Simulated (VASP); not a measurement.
# Sn (I4_1/amd) in VASP: further runs

The runs below take Sn through single point, with LDA.

Program: VASP 6.6.1. These are calculated values, not measurements. Logs are shortened: lines on timing, memory, paths and dates and some standing lists are left out, and cuts for length are marked.

## Step 1: The cell of the first run

It takes space group I4_1/amd (No. 141, tetragonal). The conventional cell has a = 5.612 Å, b = 5.612 Å, c = 3.023 Å, α = 90.00°, β = 90.00°, γ = 90.00°. Within 3.8 Å of Sn (site symmetry -4m2) lie 10 Sn at 2.91 to 3.61 Å.

## Step 2: Single point, LDA (23.81 Å³/atom)

Input file INCAR:

```
  ALGO = Fast
  EDIFF = 1E-6
  ENCUT = 520
  ISIF = 2
  ISMEAR = 0
  LASPH = True
  LCHARG = False
  LREAL = False
  LWAVE = False
  NBANDS = 21
  NELM = 60
  PREC = Accurate
  SIGMA = 0.1
```

Input file KPOINTS:

```
k-points
0
Gamma
  16 16 16
```

Input file POSCAR:

```
Sn
1.0
   -2.8061995372      2.8061995372      1.5115915083
    2.8061995372     -2.8061995372      1.5115915083
    2.8061995372      2.8061995372     -1.5115915083
Sn
2
Direct
    0.0000000000      0.0000000000      0.0000000000
    0.7500000000      0.2500000000      0.5000000000
```

Potentials or basis: VASP PAW LDA potentials, release 64 (Sn_d).

The run is started by

```bash
$ cat potpaw_LDA.64/Sn_d/POTCAR > POTCAR
$ mpirun -np 1 vasp_std > vasp.out
```

OUTCAR:

```text
EDIFF = 1E-6
   ENCUT = 520
   ISIF = 2
   ISMEAR = 0
   LASPH = True
   LREAL = False
   NELM = 60
   PREC = Accurate

 ion  position               nearest neighbor table
   1  0.000  0.000  0.000-   2 2.91   2 2.91   2 2.91   2 2.91   2 3.61   2 3.61   2 3.61   2 3.61

   2  0.750  0.250  0.500-   1 2.91   1 2.91   1 2.91   1 2.91   1 3.61   1 3.61   1 3.61   1 3.61

  LATTYP: Found a body centered tetragonal cell.
 ALAT       =     5.6123990744
 C/A-ratio  =     0.5386614488

  Lattice vectors:

 A1 = (  -2.8061995372,   2.8061995372,   1.5115915083)
 A2 = (   2.8061995372,  -2.8061995372,   1.5115915083)
 A3 = (   2.8061995372,   2.8061995372,  -1.5115915083)

Analysis of symmetry for initial positions (statically):
=====================================================================
 Subroutine PRICEL returns:
 Original cell was already a primitive cell.

 Routine SETGRP: Setting up the symmetry group for a
 body centered tetragonal supercell.

 Subroutine GETGRP returns: Found 16 space group operations
 (whereof  8 operations were pure point group operations)
 out of a pool of 16 trial point group operations.

The static configuration has the point symmetry D_2d.
 The point group associated with its full space group is D_4h.

Analysis of symmetry for dynamics (positions and initial velocities):
=====================================================================
 Subroutine PRICEL returns:
 Original cell was already a primitive cell.

 Routine SETGRP: Setting up the symmetry group for a
 body centered tetragonal supercell.

 Subroutine GETGRP returns: Found 16 space group operations
 (whereof  8 operations were pure point group operations)
 out of a pool of 16 trial point group operations.

The dynamic configuration has the point symmetry D_2d.
 The point group associated with its full space group is D_4h.

 Subroutine INISYM returns: Found 16 space group operations
 (whereof  8 operations are pure point group operations),
 and found     1 'primitive' translations

----------------------------------------------------------------------------------------

                                     Primitive cell

  volume of cell :      47.6137

  direct lattice vectors                    reciprocal lattice vectors
    -2.806199537  2.806199537  1.511591508     0.000000000  0.178176923  0.330777196
     2.806199537 -2.806199537  1.511591508     0.178176923  0.000000000  0.330777196
     2.806199537  2.806199537 -1.511591508     0.178176923  0.178176923  0.000000000

  length of vectors
     4.246695253  4.246695253  4.246695253     0.375713414  0.375713414  0.251980222

  position of ions in fractional coordinates (direct lattice)
     0.000000000  0.000000000  0.000000000
     0.750000000  0.250000000  0.500000000

  ion indices of the primitive-cell ions
   primitive index   ion index
                 1           1
                 2           2

----------------------------------------------------------------------------------------

 KPOINTS: k-points

Automatic generation of k-mesh.
 Grid dimensions read from file:
 generate k-points for:   16   16   16

 Generating k-lattice:

  Cartesian coordinates                     Fractional coordinates (reciprocal lattice)
     0.000000000  0.011136058  0.020673575     0.062500000 -0.000000000  0.000000000
     0.011136058  0.000000000  0.020673575    -0.000000000  0.062500000  0.000000000
     0.011136058  0.011136058  0.000000000     0.000000000  0.000000000  0.062500000

  Length of vectors
     0.023482088  0.023482088  0.015748764

  Shift w.r.t. Gamma in fractional coordinates (k-lattice)
     0.000000000  0.000000000  0.000000000

 Subroutine IBZKPT returns following result:
 ===========================================

 Found    349 irreducible k-points:

 Following reciprocal coordinates:
            Coordinates               Weight
  0.000000  0.000000  0.000000      1.000000
  0.062500  0.000000 -0.000000      8.000000
  0.125000  0.000000 -0.000000      8.000000
  0.187500  0.000000  0.000000      8.000000
  0.250000  0.000000 -0.000000      8.000000
  0.312500  0.000000 -0.000000      8.000000
[... 16 lines left out ...]
 -0.125000  0.062500  0.000000     16.000000
 -0.062500  0.062500  0.000000      4.000000
 [... further k-points ...]
   k-points           NKPTS =    349   k-points in BZ     NKDIM =    349   number of bands    NBANDS=     21
   number of dos      NEDOS =    301   number of ions     NIONS =      2
   total plane-waves  NPLWV =  32768
   dimension x,y,z NGX =    32 NGY =   32 NGZ =   32
   dimension x,y,z NGXF=    64 NGYF=   64 NGZF=   64
   ions per type =               2
   NGX,Y,Z   is equivalent  to a cutoff of  12.53, 12.53, 12.53 a.u.
   NGXF,Y,Z  is equivalent  to a cutoff of  25.05, 25.05, 25.05 a.u.
 SYSTEM =  unknown system
   PREC   = accura    normal or accurate (medium, high low for compatibility)
   ISTART =      0    job   : 0-new  1-cont  2-samecut
   ICHARG =      2    charge: 1-file 2-atom 10-const
   ISPIN  =      1    spin polarized calculation?
   LNONCOLLINEAR =      F non collinear calculations
   LSORBIT =      F    spin-orbit coupling
   LASPH  =      T    aspherical Exc in radial PAW
   ENCUT  =  520.0 eV  38.22 Ry    6.18 a.u.   7.90  7.90  7.90*2*pi/ulx,y,z
   NELM   =     60;   NELMIN=  2; NELMDL= -5     # of ELM steps
   EDIFF  = 0.1E-05   stopping-criterion for ELM
   LREAL  =      F    real-space projection
   EDIFFG = 0.1E-04   stopping-criterion for IOM
   NSW    =      0    number of steps for IOM
   IBRION =     -1    ionic relax: 0-MD 1-quasi-New 2-CG
   NFREE  =      0    steps in history (QN), initial steepest desc. (CG)
   ISIF   =      2    stress and relaxation
   ISYM   =      2    0-nonsym 1-usesym 2-fastsym
   POTIM  = 0.5000    time-step for ionic-motion
   TEBEG  =    0.0;   TEEND  =   0.0 temperature during run
   PSTRESS=    0.0 pullay stress
   NELECT =      28.0000    total number of electrons
   NUPDOWN=      -1.0000    fix difference up-down
   EMIN   =  10.00;   EMAX   =-10.00  energy-range for DOS
   EFERMI =   0.00;   METHOD = LEGACY
   ISMEAR =     0;   SIGMA  =   0.10  broadening in eV -4-tet -1-fermi 0-gaus
   EFERMI_NEDOS =   21; number of points for ismear=-14 and -15
   IALGO  =     68    algorithm
   IMIX   =      4    mixing-type and parameters
     AMIX     =   0.40;   BMIX     =  1.00
     AMIX_MAG =   1.60;   BMIX_MAG =  1.00
  volume/ion in A,a.u.               =      23.81       160.66
  Fermi-wavevector in a.u.,A,eV,Ry     =   1.371567  2.591886 25.595222  1.881196
  Thomas-Fermi vector in A             =   2.497252
   LORBIT       =      0    0 simple, 1 ext, 2 COOP (PROOUT), +10 PAW based schemes
   GGA     = CA    functional components
   LHFCALC =     F    Hartree Fock is set to
   AEXX    =    0.0000 exact exchange contribution
   IVDW    =     0    specifies the selected vdW correction
   LEPSILON=     F    determine dielectric tensor
   LRPA    =     F    only Hartree local field effects (RPA)
 non-spin polarized calculation
 RMM-DIIS sequential band-by-band and
 Gauss-broadening in eV      SIGMA  =   0.10
  energy-cutoff  :      520.00
  volume of cell :       47.61
 maximum number of plane-waves:      1306
   NGX = 15   NGY = 15   NGZ = 15

 number of electron      27.9999998 magnetization

 Free energy of the ion-electron system (eV)
  ---------------------------------------------------
  ext. energy  EPLUGINS =         0.00000000
  ---------------------------------------------------
  free energy    TOTEN  =        -8.88571662 eV

  energy without entropy =       -8.88188752  energy(sigma->0) =       -8.88380207

 E-fermi :   9.4481     XC(G=0): -11.1779

 val. band max:        9.4355293595   @ k =   0.4375   0.3750   0.0000
 cond. band min:       9.4516851920   @ k =   0.5000   0.1250   0.0625
 fundamental gap:      0.0161558325
 Fermi energy:         9.4480911600

 k-point     1 :       0.0000    0.0000    0.0000
  band No.  band energies     occupation
      1     -12.3609      2.00000
      2     -12.2474      2.00000
      3     -12.1895      2.00000
      4     -12.1777      2.00000
      5     -11.9262      2.00000
      6     -11.9262      2.00000
[... 13 lines left out ...]
     20      19.9309      0.00000
     21      20.6914      0.00000

 k-point     2 :       0.0625    0.0000   -0.0000
  band No.  band energies     occupation
      1     -12.3574      2.00000
      2     -12.2349      2.00000
      3     -12.1849      2.00000
      4     -12.1623      2.00000
      5     -11.9372      2.00000
      6     -11.9363      2.00000
[... 13 lines left out ...]
     20      19.7649      0.00000
     21      19.8721      0.00000

 k-point     3 :       0.1250    0.0000   -0.0000
  band No.  band energies     occupation
      1     -12.3464      2.00000
      2     -12.2001      2.00000
      3     -12.1719      2.00000
      4     -12.1213      2.00000
      5     -11.9614      2.00000
      6     -11.9532      2.00000
[... 13 lines left out ...]
     20      18.6103      0.00000
     21      18.6508      0.00000

 k-point     4 :       0.1875    0.0000    0.0000
  band No.  band energies     occupation
      1     -12.3288      2.00000
      2     -12.1529      2.00000
      3     -12.1525      2.00000
      4     -12.0721      2.00000
      5     -11.9920      2.00000
      6     -11.9603      2.00000
[... 13 lines left out ...]
     20      17.7358      0.00000
     21      18.2146      0.00000

 k-point     5 :       0.2500    0.0000   -0.0000
  band No.  band energies     occupation
      1     -12.3075      2.00000
      2     -12.1308      2.00000
      3     -12.1124      2.00000
      4     -12.0496      2.00000
      5     -12.0229      2.00000
      6     -11.9537      2.00000
[... 13 lines left out ...]
     20      17.0328      0.00000
     21      18.5841      0.00000
[... 382 lines left out ...]
     20      18.0641      0.00000
     21      18.2665      0.00000

 k-point    22 :      -0.1875    0.0625    0.0000
  band No.  band energies     occupation
      1     -12.3336      2.00000
      2     -12.2031      2.00000
      3     -12.1606      2.00000
      4     -12.1314      2.00000
      5     -11.9601      2.00000
      6     -11.9440      2.00000
[... 13 lines left out ...]
     20      18.6557      0.00000
     21      19.0869      0.00000

 k-point    23 :      -0.1250    0.0625    0.0000
  band No.  band energies     occupation
      1     -12.3482      2.00000
      2     -12.2365      2.00000
      3     -12.1768      2.00000
      4     -12.1678      2.00000
      5     -11.9388      2.00000
      6     -11.9313      2.00000
[... 13 lines left out ...]
     20      19.8556      0.00000
     21      20.0892      0.00000

 k-point    24 :      -0.0625    0.0625    0.0000
  band No.  band energies     occupation
      1     -12.3562      2.00000
      2     -12.2482      2.00000
      3     -12.1853      2.00000
      4     -12.1803      2.00000
      5     -11.9285      2.00000
      6     -11.9239      2.00000
[... 13 lines left out ...]
     20      20.2128      0.00000
     21      20.7099      0.00000

 [... further k-points ...]

------------------------ aborting loop because EDIFF is reached ----------------------------------------

  FORCE on cell =-STRESS in cart. coord.  units (eV):
  Direction    XX          YY          ZZ          XY          YZ          ZX
  --------------------------------------------------------------------------------------
  -------------------------------------------------------------------------------------
  Total        2.1373222      2.1373222      2.1482890      0.0000000      0.0000000      0.0000000
  in kB       71.9198951     71.9198951     72.2889230      0.0000000      0.0000000      0.0000000
  external PRESSURE =      72.0429044 kB  Pullay stress =       0.0000000 kB

 VOLUME and BASIS-vectors are now :
 -----------------------------------------------------------------------------
  energy-cutoff  :      520.00
  volume of cell :       47.61
      direct lattice vectors                 reciprocal lattice vectors
    -2.806199537  2.806199537  1.511591508     0.000000000  0.178176923  0.330777196
     2.806199537 -2.806199537  1.511591508     0.178176923  0.000000000  0.330777196
     2.806199537  2.806199537 -1.511591508     0.178176923  0.178176923  0.000000000

 POSITION                                       TOTAL-FORCE (eV/Angst)
 -----------------------------------------------------------------------------------
      0.00000      0.00000      0.00000         0.000000     -0.000000      0.000000
     -0.00000      2.80620      0.75580        -0.000000      0.000000     -0.000000
 -----------------------------------------------------------------------------------
    total drift:                                0.000000     -0.000000      0.000000

  FREE ENERGIE OF THE ION-ELECTRON SYSTEM (eV)
  ---------------------------------------------------
  free  energy   TOTEN  =        -8.8857166228 eV

  energy  without entropy=       -8.8818875208  energy(sigma->0) =       -8.88380207
```

Wall time 8 min (1 thread of Intel Xeon 8259CL, shared host); peak memory 0.37 GiB.

What came out:

```
Free energy            : -8.8857 eV
Pressure               : 7.2 GPa
Band gap on the k mesh : zero (bands 14 and 15 overlap by 4.97 eV)
```

Caveat: the cell stands under pressure; spin-orbit coupling is left out, which moves the levels of the heavy elements.

## Step 3: Single point, LDA (24.59 Å³/atom)

This run uses another cell than the first one, of 24.59 Å³/atom.

Input file INCAR:

```
SYSTEM = Sn
ALGO = Fast ; EDIFF = 1E-6
ENCUT = 520 ; GGA = CA
ISIF = 2 ; ISMEAR = 0
LASPH = .True. ; LCHARG = .False.
LREAL = .False. ; LWAVE = .False.
NBANDS = 21 ; NELM = 80
PREC = Accurate ; SIGMA = 0.1
```

Input file KPOINTS:

```
k-points
0
Gamma
  16 16 16
  0 0 0
```

Input file POSCAR:

```
Sn
1.0
   -2.8352326082      2.8352326082      1.5296096399
    2.8352326082     -2.8352326082      1.5296096399
    2.8352326082      2.8352326082     -1.5296096399
Sn
2
Direct
    0.0000000000      0.0000000000      0.0000000000
    0.7500000000      0.2500000000      0.5000000000
```

Potentials or basis: VASP PAW LDA potentials, release 64 (Sn_d).

The run is started by

```bash
$ cat potpaw_LDA.64/Sn_d/POTCAR > POTCAR
$ mpirun -np 1 vasp_std > vasp.out
```

It took 8.1 min on 1 thread of Intel Xeon 8259CL, shared host; peak memory 0.38 GiB.

The run converged. Its results:

```yaml
Free_energy: -8.9426 eV
Pressure: 4.4 GPa
Band_gap_on_the_k_mesh: zero (bands 14 and 15 overlap by 4.79 eV)
```

Stress tensor (GPa, compression positive):
```
4.42 0.00 0.00
0.00 4.42 0.00
0.00 0.00 4.33
```

Levels at points of the mesh, in eV from the Fermi level:
```csv
k point,band 12,band 13,band 14,band 15,band 16,band 17
"(0.00, 0.00, 0.00)",-3.55,-2.30,-2.30,2.88,6.56,6.56
"(0.50, 0.00, 0.00)",-5.76,-2.29,-1.98,-1.29,2.22,3.03
"(0.50, 0.50, 0.00)",-9.51,0.52,0.52,1.66,1.66,6.54
"(0.50, 0.50, 0.50)",-7.93,-5.39,-5.39,5.54,5.54,10.10
```

Caveat: the cell stands under pressure; spin-orbit coupling is left out, which moves the levels of the heavy elements.

## Step 4: Single point, LDA (25.38 Å³/atom)

This run uses another cell than the first one, of 25.38 Å³/atom.

Input file INCAR:

```
SYSTEM = Sn
PREC = Accurate ; ENCUT = 520
EDIFF = 1E-6 ; ISMEAR = 0
SIGMA = 0.1 ; LREAL = .FALSE.
LASPH = .TRUE. ; NELM = 60
ALGO = Fast ; ISIF = 2
LWAVE = .FALSE. ; LCHARG = .FALSE.
NBANDS = 21
```

Input file KPOINTS:

```
Automatic mesh
0
G
  16 16 16
  0 0 0
```

Input file POSCAR:

```
Sn
1.0
   -2.8650793553      2.8650793553      1.5457119773
    2.8650793553     -2.8650793553      1.5457119773
    2.8650793553      2.8650793553     -1.5457119773
Sn
2
Direct
    0.0000000000      0.0000000000      0.0000000000
    0.7500000000      0.2500000000      0.5000000000
```

The run is started by

```bash
$ cat potpaw_LDA.64/Sn_d/POTCAR > POTCAR
$ mpirun -np 1 vasp_std > vasp.out
```

Wall time 8.5 min (1 thread of Intel Xeon 8259CL, shared host); peak memory 0.38 GiB.

It converged, with:

| Property | Result |
| --- | --- |
| Free energy | -8.9741 eV |
| Pressure | 2.0 GPa |
| Band gap on the k mesh | zero (bands 14 and 15 overlap by 4.60 eV) |

Levels at points of the mesh, in eV from the Fermi level:
| k point | band 10 | band 11 | band 12 | band 13 | band 14 | band 15 | band 16 | band 17 | band 18 | band 19 |
| --- | --- | --- | --- | --- | --- | --- | --- | --- | --- | --- |
| (0.00, 0.00, 0.00) | -21.07 | -11.68 | -3.64 | -2.21 | -2.21 | 2.93 | 6.40 | 6.40 | 7.38 | 7.47 |
| (0.50, 0.00, 0.00) | -21.14 | -7.06 | -5.63 | -2.33 | -1.90 | -1.23 | 2.25 | 2.96 | 4.96 | 7.37 |
| (0.50, 0.50, 0.00) | -21.22 | -9.32 | -9.32 | 0.53 | 0.53 | 1.61 | 1.61 | 6.40 | 6.40 | 10.15 |
| (0.50, 0.50, 0.50) | -21.30 | -7.83 | -7.83 | -5.19 | -5.19 | 5.43 | 5.43 | 9.79 | 9.79 | 12.84 |

Caveat: spin-orbit coupling is left out, which moves the levels of the heavy elements.

## Step 5: Single point, LDA

This run uses another cell than the first one, of 26.16 Å³/atom.

Input file INCAR:

```
  PREC = Accurate
  ENCUT = 520
  EDIFF = 1E-7
  ISMEAR = 0
  SIGMA = 0.1
  LREAL = F
  LASPH = T
  NELM = 80
  ALGO = Fast
  ISIF = 2
  LWAVE = F
  LCHARG = F
  GGA = CA
  NBANDS = 21
```

Input file KPOINTS:

```
Automatic mesh
0
Gamma
  16 16 16
```

Input file POSCAR:

```
Sn
1.0
   -2.8943168783      2.8943168783      1.5614856379
    2.8943168783     -2.8943168783      1.5614856379
    2.8943168783      2.8943168783     -1.5614856379
Sn
2
Direct
    0.0000000000      0.0000000000      0.0000000000
    0.7500000000      0.2500000000      0.5000000000
```

The run is started by

```bash
$ cat potpaw_LDA.64/Sn_d/POTCAR > POTCAR
$ mpirun -np 1 vasp_std > vasp.out
```

Run time: 16 min. Hardware: 1 thread of Intel Xeon 8259CL, shared host; peak memory 0.41 GiB.

Results (log left out):

| Quantity | Value |
| --- | --- |
| Free energy | -8.9843 eV |
| Pressure | 0.0 GPa |
| Band gap on the k mesh | zero (bands 14 and 15 overlap by 4.42 eV) |

Levels at points of the mesh, in eV from the Fermi level:
| k point | band 11 | band 12 | band 13 | band 14 | band 15 | band 16 | band 17 | band 18 |
| --- | --- | --- | --- | --- | --- | --- | --- | --- |
| (0.00, 0.00, 0.00) | -11.44 | -3.73 | -2.11 | -2.11 | 2.98 | 6.25 | 6.25 | 7.17 |
| (0.50, 0.00, 0.00) | -6.99 | -5.51 | -2.35 | -1.82 | -1.17 | 2.29 | 2.88 | 4.81 |
| (0.50, 0.50, 0.00) | -9.14 | -9.14 | 0.54 | 0.54 | 1.55 | 1.55 | 6.27 | 6.27 |
| (0.50, 0.50, 0.50) | -7.75 | -7.75 | -5.00 | -5.00 | 5.32 | 5.32 | 9.49 | 9.49 |

Caveat: spin-orbit coupling is left out, which moves the levels of the heavy elements.

## Step 6: Summary

```tsv
cell	further INCAR settings	gap on the mesh (eV)	pressure (GPa)
a = 4.247 Å, angles 97.3, 97.3, 138.3°, 2 atoms	ALGO = Fast; EDIFF = 1e-06; NBANDS = 21	none	7.2
a = 4.291 Å, angles 97.3, 97.3, 138.2°, 2 atoms	ALGO = Fast; EDIFF = 1e-06; NBANDS = 21	none	4.4
a = 4.337 Å, angles 97.3, 97.3, 138.2°, 2 atoms	ALGO = Fast; EDIFF = 1e-06; NBANDS = 21	none	2.0
a = 4.381 Å, angles 97.3, 97.3, 138.2°, 2 atoms	ALGO = Fast; EDIFF = 1e-07; NBANDS = 21	none	0.0
```

Alike in all rows: task single point; level LDA; potentials or basis VASP PAW LDA potentials, release 64 (Sn_d); no spin polarisation; k mesh 16 × 16 × 16; cutoff (eV) 520; smearing gaussian 0.1 eV.

Caveats: spin-orbit coupling is left out, which moves the levels of the heavy elements; the cell stands under pressure (at least some runs).

Absolute energies hang on the potentials; compare differences alone.
